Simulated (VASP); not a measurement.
SrTiO3:

```
Sr Ti O
1.0
     3.90000    0.00000    0.00000
     0.00000    3.90000    0.00000
     0.00000    0.00000    3.90000
Sr Ti O
1 1 3
Direct
  0.00000 0.00000 0.00000
  0.50000 0.50000 0.50000
  0.50000 0.50000 0.00000
  0.00000 0.50000 0.50000
  0.50000 0.00000 0.50000
```

```yaml
Program: VASP 6.6.1
Task: relaxation of cell and atoms
Functional: PBE
Potentials_or_basis: VASP PAW PBE potentials, release 64 (Sr_sv, Ti_sv, O)
Cutoff: 600 eV
k_mesh: 8 × 8 × 8
Occupations: gaussian, width 0.02 eV
Spin: no spin polarisation
```

At the start: pressure 5.5 GPa; volume 11.86 Å³/atom.

Question: Where does the relaxation end?

Answer: Over 3 steps the energy falls by 6.2 meV/atom and the volume is 12.23 Å³/atom (+3.1 %); space group Pm-3m (No. 221, to 0.1 Å) before and after.

Step by step:
```tsv
step	energy change (eV)	largest force (eV/Å)	pressure (GPa)	volume (Å³)
1	0.0000	0.0000	5.52	59.32
2	-0.0063	0.0000	-4.44	62.90
3	-0.0310	0.0000	-0.02	61.17
```

Final structure:
```
CELL_PARAMETERS angstrom
3.94019 0.00000 0.00000
0.00000 3.94019 0.00000
0.00000 0.00000 3.94019
ATOMIC_POSITIONS crystal
Sr 0.00000 0.00000 0.00000
Ti 0.50000 0.50000 0.50000
O 0.50000 0.50000 0.00000
O 0.00000 0.50000 0.50000
O 0.50000 0.00000 0.50000
```
